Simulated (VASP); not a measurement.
# BN (Pm) in VASP: single point with PBE

Aim: the single point of BN with PBE.

Everything below comes from runs of VASP 6.6.1. Logs are shortened: lines on timing, memory, paths and dates and some standing lists are left out, and cuts for length are marked.

### Step 1. The cell of the first run

The structure is monoclinic, space group Pm (No. 6). The conventional cell has a = 2.504 Å, b = 6.661 Å, c = 2.504 Å, α = 90.00°, β = 120.00°, γ = 90.00°. Within 1.7 Å of B (site symmetry m) lie 3 N at 1.24 to 1.60 Å. Within 1.9 Å of B (site symmetry m) lie 3 N at 1.45 Å. N (site symmetry m) has 3 B at 1.45 Å within 1.9 Å. N (site symmetry m) has 3 B at 1.24 to 1.60 Å within 1.7 Å.

### Step 2. Single point, PBE (atom 1 (B) moved by (-0.150, -0.150) A along x and y)

Contents of INCAR:

```
  PREC = Accurate
  ENCUT = 520
  EDIFF = 1E-6
  ISMEAR = 0
  SIGMA = 0.05
  LREAL = F
  LASPH = T
  NELM = 80
  ALGO = Normal
  ISIF = 2
  LWAVE = F
  LCHARG = T
  GGA = PE
  LELF = T
  LVHAR = T
  NBANDS = 16
```

Contents of KPOINTS:

```
regular mesh
0
Gamma
  12 12 4
```

Contents of POSCAR:

```
BN
1.0
    2.5039917043      0.0000000000      0.0000000000
   -1.2519958522      2.1685204268      0.0000000000
    0.0000000000      0.0000000000      6.6612000000
B N
2 2
Direct
    0.2388431879      0.5974950794      0.2500000000
    0.6666666667      0.3333333333      0.7500000000
    0.3333333333      0.6666666667      0.7500000000
    0.6666666667      0.3333333333      0.2500000000
```

Potentials or basis: VASP PAW PBE potentials, release 64 (B, N).

The run is started by

```sh
> cat potpaw_PBE.64/B/POTCAR potpaw_PBE.64/N/POTCAR > POTCAR
> mpirun -np 1 vasp_std > vasp.out
```

OUTCAR:

```text
PREC = Accurate
   ENCUT = 520
   EDIFF = 1E-6
   ISMEAR = 0
   LREAL = F
   LASPH = T
   NELM = 80
   ISIF = 2
   GGA = PE

 ion  position               nearest neighbor table
   1  0.239  0.597  0.250-   4 1.24   4 1.51   4 1.60
   2  0.667  0.333  0.750-   3 1.45   3 1.45   3 1.45
   3  0.333  0.667  0.750-   2 1.45   2 1.45   2 1.45
   4  0.667  0.333  0.250-   1 1.24   1 1.51   1 1.60

  LATTYP: Found a hexagonal cell.
 ALAT       =     2.5039917043
 C/A-ratio  =     2.6602324555

  Lattice vectors:

 A1 = (   2.5039917043,   0.0000000000,   0.0000000000)
 A2 = (  -1.2519958522,   2.1685204268,   0.0000000000)
 A3 = (   0.0000000000,   0.0000000000,   6.6612000000)

Analysis of symmetry for initial positions (statically):
=====================================================================
 Subroutine PRICEL returns:
 Original cell was already a primitive cell.

 Routine SETGRP: Setting up the symmetry group for a
 hexagonal supercell.

 Subroutine GETGRP returns: Found  2 space group operations
 (whereof  1 operations were pure point group operations)
 out of a pool of 24 trial point group operations.

The static configuration has the point symmetry C_1 .
 The point group associated with its full space group is C_1h.

Analysis of symmetry for dynamics (positions and initial velocities):
=====================================================================
 Subroutine PRICEL returns:
 Original cell was already a primitive cell.

 Routine SETGRP: Setting up the symmetry group for a
 hexagonal supercell.

 Subroutine GETGRP returns: Found  2 space group operations
 (whereof  1 operations were pure point group operations)
 out of a pool of 24 trial point group operations.

The dynamic configuration has the point symmetry C_1 .
 The point group associated with its full space group is C_1h.

 Subroutine INISYM returns: Found  2 space group operations
 (whereof  1 operations are pure point group operations),
 and found     1 'primitive' translations

----------------------------------------------------------------------------------------

                                     Primitive cell

  volume of cell :      36.1700

  direct lattice vectors                    reciprocal lattice vectors
     2.503991704  0.000000000  0.000000000     0.399362345  0.230571958  0.000000000
    -1.251995852  2.168520427  0.000000000     0.000000000  0.461143915  0.000000000
     0.000000000  0.000000000  6.661200000     0.000000000  0.000000000  0.150123101

  length of vectors
     2.503991704  2.503991704  6.661200000     0.461143915  0.461143915  0.150123101

  position of ions in fractional coordinates (direct lattice)
     0.238843188  0.597495079  0.250000000
     0.666666667  0.333333333  0.750000000
     0.333333333  0.666666667  0.750000000
     0.666666667  0.333333333  0.250000000

  ion indices of the primitive-cell ions
   primitive index   ion index
                 1           1
                 2           2
                 3           3
                 4           4

----------------------------------------------------------------------------------------

 KPOINTS: regular mesh

Automatic generation of k-mesh.
 Grid dimensions read from file:
 generate k-points for:   12   12    4

 Generating k-lattice:

  Cartesian coordinates                     Fractional coordinates (reciprocal lattice)
     0.033280195  0.019214330  0.000000000     0.083333333 -0.000000000  0.000000000
     0.000000000  0.038428660  0.000000000     0.000000000  0.083333333  0.000000000
     0.000000000  0.000000000  0.037530775     0.000000000  0.000000000  0.250000000

  Length of vectors
     0.038428660  0.038428660  0.037530775

  Shift w.r.t. Gamma in fractional coordinates (k-lattice)
     0.000000000  0.000000000  0.000000000

 Subroutine IBZKPT returns following result:
 ===========================================

 Found    222 irreducible k-points:

 Following reciprocal coordinates:
            Coordinates               Weight
  0.000000  0.000000  0.000000      1.000000
  0.083333  0.000000  0.000000      2.000000
  0.000000  0.083333  0.000000      2.000000
 -0.083333  0.083333  0.000000      2.000000
  0.166667  0.000000  0.000000      2.000000
  0.000000  0.166667  0.000000      2.000000
[... 16 lines left out ...]
  0.166667  0.083333  0.000000      2.000000
 -0.083333  0.250000  0.000000      2.000000
 [... further k-points ...]
   k-points           NKPTS =    222   k-points in BZ     NKDIM =    222   number of bands    NBANDS=     16
   number of dos      NEDOS =    301   number of ions     NIONS =      4
   total plane-waves  NPLWV =  20000
   dimension x,y,z NGX =    20 NGY =   20 NGZ =   50
   dimension x,y,z NGXF=    40 NGYF=   40 NGZF=  100
   ions per type =               2   2
   NGX,Y,Z   is equivalent  to a cutoff of  13.28, 13.28, 12.48 a.u.
   NGXF,Y,Z  is equivalent  to a cutoff of  26.56, 26.56, 24.96 a.u.
 SYSTEM =  unknown system
   PREC   = accura    normal or accurate (medium, high low for compatibility)
   ISTART =      0    job   : 0-new  1-cont  2-samecut
   ICHARG =      2    charge: 1-file 2-atom 10-const
   ISPIN  =      1    spin polarized calculation?
   LNONCOLLINEAR =      F non collinear calculations
   LSORBIT =      F    spin-orbit coupling
   LASPH  =      T    aspherical Exc in radial PAW
   ENCUT  =  520.0 eV  38.22 Ry    6.18 a.u.   4.66  4.66 12.39*2*pi/ulx,y,z
   NELM   =     80;   NELMIN=  2; NELMDL= -5     # of ELM steps
   EDIFF  = 0.1E-05   stopping-criterion for ELM
   LREAL  =      F    real-space projection
   EDIFFG = 0.1E-04   stopping-criterion for IOM
   NSW    =      0    number of steps for IOM
   IBRION =     -1    ionic relax: 0-MD 1-quasi-New 2-CG
   NFREE  =      0    steps in history (QN), initial steepest desc. (CG)
   ISIF   =      2    stress and relaxation
   ISYM   =      2    0-nonsym 1-usesym 2-fastsym
   POTIM  = 0.5000    time-step for ionic-motion
   TEBEG  =    0.0;   TEEND  =   0.0 temperature during run
   PSTRESS=    0.0 pullay stress
   NELECT =      16.0000    total number of electrons
   NUPDOWN=      -1.0000    fix difference up-down
   EMIN   =  10.00;   EMAX   =-10.00  energy-range for DOS
   EFERMI =   0.00;   METHOD = LEGACY
   ISMEAR =     0;   SIGMA  =   0.05  broadening in eV -4-tet -1-fermi 0-gaus
   EFERMI_NEDOS =   21; number of points for ismear=-14 and -15
   IALGO  =     38    algorithm
   IMIX   =      4    mixing-type and parameters
     AMIX     =   0.40;   BMIX     =  1.00
     AMIX_MAG =   1.60;   BMIX_MAG =  1.00
  volume/ion in A,a.u.               =       9.04        61.02
  Fermi-wavevector in a.u.,A,eV,Ry     =   1.247379  2.357205 21.170055  1.555955
  Thomas-Fermi vector in A             =   2.381514
   LORBIT       =      0    0 simple, 1 ext, 2 COOP (PROOUT), +10 PAW based schemes
   GGA     = PE    functional components
   LHFCALC =     F    Hartree Fock is set to
   AEXX    =    0.0000 exact exchange contribution
   IVDW    =     0    specifies the selected vdW correction
   LEPSILON=     F    determine dielectric tensor
   LRPA    =     F    only Hartree local field effects (RPA)
 non-spin polarized calculation
 Gauss-broadening in eV      SIGMA  =   0.05
  energy-cutoff  :      520.00
  volume of cell :       36.17
 maximum number of plane-waves:       992
   NGX =  9   NGY =  9   NGZ = 25

 number of electron      15.9999998 magnetization

 Free energy of the ion-electron system (eV)
  ---------------------------------------------------
  ext. energy  EPLUGINS =         0.00000000
  ---------------------------------------------------
  free energy    TOTEN  =       -34.04648839 eV

  energy without entropy =      -34.04648839  energy(sigma->0) =      -34.04648839

 E-fermi :   3.4744     XC(G=0): -10.0314

 val. band max:        3.1620572628   @ k =   0.0000   0.0000   0.5000
 cond. band min:       5.9369678214   @ k =   0.5000   0.0000   0.5000
 fundamental gap:      2.7749105586
 Fermi energy:         3.4743654184

 k-point     1 :       0.0000    0.0000    0.0000
  band No.  band energies     occupation
      1     -15.5841      2.00000
      2     -15.2984      2.00000
      3      -4.0160      2.00000
      4      -1.9480      2.00000
      5      -1.2806      2.00000
      6       0.8858      2.00000
[... 8 lines left out ...]
     15      15.4249      0.00000
     16      16.3600      0.00000

 k-point     2 :       0.0833    0.0000    0.0000
  band No.  band energies     occupation
      1     -15.4541      2.00000
      2     -15.1742      2.00000
      3      -3.8265      2.00000
      4      -1.7766      2.00000
      5      -1.6300      2.00000
      6       0.3258      2.00000
[... 8 lines left out ...]
     15      14.8480      0.00000
     16      16.5068      0.00000

 k-point     3 :       0.0000    0.0833    0.0000
  band No.  band energies     occupation
      1     -15.4476      2.00000
      2     -15.1663      2.00000
      3      -3.8344      2.00000
      4      -1.7870      2.00000
      5      -1.4890      2.00000
      6       0.3256      2.00000
[... 8 lines left out ...]
     15      14.9637      0.00000
     16      16.8257      0.00000

 k-point     4 :      -0.0833    0.0833    0.0000
  band No.  band energies     occupation
      1     -15.4498      2.00000
      2     -15.1691      2.00000
      3      -3.8317      2.00000
      4      -1.7834      2.00000
      5      -1.5607      2.00000
      6       0.3257      2.00000
[... 8 lines left out ...]
     15      14.9274      0.00000
     16      16.8294      0.00000

 k-point     5 :       0.1667    0.0000    0.0000
  band No.  band energies     occupation
      1     -15.0741      2.00000
      2     -14.8077      2.00000
      3      -3.2637      2.00000
      4      -2.5714      2.00000
      5      -1.2712      2.00000
      6      -1.0865      2.00000
[... 8 lines left out ...]
     15      16.0123      0.00000
     16      17.0318      0.00000

 k-point     6 :       0.0000    0.1667    0.0000
  band No.  band energies     occupation
      1     -15.0457      2.00000
      2     -14.7776      2.00000
      3      -3.2980      2.00000
      4      -2.0797      2.00000
      5      -1.3155      2.00000
      6      -1.0867      2.00000
[... 8 lines left out ...]
     15      16.0105      0.00000
     16      18.0040      0.00000
[... 267 lines left out ...]
 k-point    21 :      -0.0833    0.1667    0.0000
  band No.  band energies     occupation
      1     -15.1767      2.00000
      2     -14.9036      2.00000
      3      -3.4775      2.00000
      4      -1.9232      2.00000
      5      -1.4730      2.00000
      6      -0.5925      2.00000
[... 8 lines left out ...]
     15      15.7594      0.00000
     16      17.9166      0.00000

 k-point    22 :      -0.1667    0.0833    0.0000
  band No.  band energies     occupation
      1     -15.1964      2.00000
      2     -14.9262      2.00000
      3      -3.4535      2.00000
      4      -2.2298      2.00000
      5      -1.4420      2.00000
      6      -0.5925      2.00000
[... 8 lines left out ...]
     15      15.4459      0.00000
     16      17.1827      0.00000

 k-point    23 :       0.1667    0.0833    0.0000
  band No.  band energies     occupation
      1     -14.6958      2.00000
      2     -14.4411      2.00000
      3      -3.1880      2.00000
      4      -2.7255      2.00000
      5      -2.0814      2.00000
      6      -0.8012      2.00000
[... 8 lines left out ...]
     15      16.5015      0.00000
     16      17.6029      0.00000

 k-point    24 :      -0.0833    0.2500    0.0000
  band No.  band energies     occupation
      1     -14.6516      2.00000
      2     -14.3950      2.00000
      3      -2.7829      2.00000
      4      -2.6724      2.00000
      5      -2.0812      2.00000
      6      -0.8700      2.00000
[... 8 lines left out ...]
     15      17.3209      0.00000
     16      17.4611      0.00000

 [... further k-points ...]

------------------------ aborting loop because EDIFF is reached ----------------------------------------

  FORCE on cell =-STRESS in cart. coord.  units (eV):
  Direction    XX          YY          ZZ          XY          YZ          ZX
  --------------------------------------------------------------------------------------
  -------------------------------------------------------------------------------------
  Total        6.8470182      1.7357433      0.5920845      3.3087980      0.0000000      0.0000000
  in kB      303.2935584     76.8859872     26.2268067    146.5655680      0.0000000      0.0000000
  external PRESSURE =     135.4687841 kB  Pullay stress =       0.0000000 kB

 VOLUME and BASIS-vectors are now :
 -----------------------------------------------------------------------------
  energy-cutoff  :      520.00
  volume of cell :       36.17
      direct lattice vectors                 reciprocal lattice vectors
     2.503991704  0.000000000  0.000000000     0.399362345  0.230571958  0.000000000
    -1.251995852  2.168520427  0.000000000     0.000000000  0.461143915  0.000000000
     0.000000000  0.000000000  6.661200000     0.000000000  0.000000000  0.150123101

 POSITION                                       TOTAL-FORCE (eV/Angst)
 -----------------------------------------------------------------------------------
     -0.15000      1.29568      1.66530         9.805855      6.545794      0.000000
      1.25200      0.72284      4.99590         0.000184      0.000307      0.000000
     -0.00000      1.44568      4.99590         0.002397     -0.001614      0.000000
      1.25200      0.72284      1.66530        -9.808436     -6.544487      0.000000
 -----------------------------------------------------------------------------------
    total drift:                               -0.000246     -0.000138     -0.000000

  FREE ENERGIE OF THE ION-ELECTRON SYSTEM (eV)
  ---------------------------------------------------
  free  energy   TOTEN  =       -34.0464883898 eV

  energy  without entropy=      -34.0464883898  energy(sigma->0) =      -34.04648839
```

Wall time 90 s (1 thread of Intel Xeon Platinum 8488C (Sapphire Rapids), shared host); peak memory 0.22 GiB.

What came out:

```yaml
Free_energy: -34.0465 eV
Pressure: 13.5 GPa
Largest_force: 11.791 eV/Å
Band_gap_on_the_k_mesh: 2.77 eV, indirect (least direct gap 4.08 eV)
```

Forces in eV/Å, atoms in the order of the input:
```
B    9.806  6.546  0.000
B    0.000  0.000  0.000
N    0.002 -0.002  0.000
N   -9.808 -6.544  0.000
```

Levels at points of the mesh, in eV from the valence-band top:
| k point | band 6 | band 7 | band 8 | band 9 | band 10 | band 11 |
| --- | --- | --- | --- | --- | --- | --- |
| (0.00, 0.00, 0.00) | -2.28 | -2.28 | 0.00 | 4.31 | 7.97 | 9.36 |
| (0.50, 0.00, 0.00) | -4.04 | -2.13 | -1.26 | 2.82 | 4.21 | 8.71 |
| (0.00, 0.50, 0.00) | -5.07 | -2.82 | -1.61 | 3.66 | 5.70 | 7.87 |
| (0.50, 0.50, 0.00) | -4.73 | -2.60 | -1.53 | 3.50 | 5.10 | 7.34 |
| (0.00, 0.00, 0.50) | -2.28 | -2.28 | 0.00 | 6.59 | 6.62 | 8.01 |
| (0.50, 0.00, 0.50) | -4.04 | -1.87 | -1.41 | 2.77 | 3.76 | 8.97 |
| (0.00, 0.50, 0.50) | -5.07 | -2.54 | -1.88 | 3.79 | 5.13 | 8.06 |
| (0.50, 0.50, 0.50) | -4.74 | -2.23 | -1.88 | 3.78 | 4.38 | 7.45 |

Caveat: the cell differs from its parent crystal (atom 1 (B) moved by (-0.150, -0.150) A along x and y); this functional lacks dispersion, which binds the layers, so the pressure and a relaxed spacing across them are unreliable; forces of over 1 eV/Å act on the atoms, so gaps and moduli don't describe the material at rest.
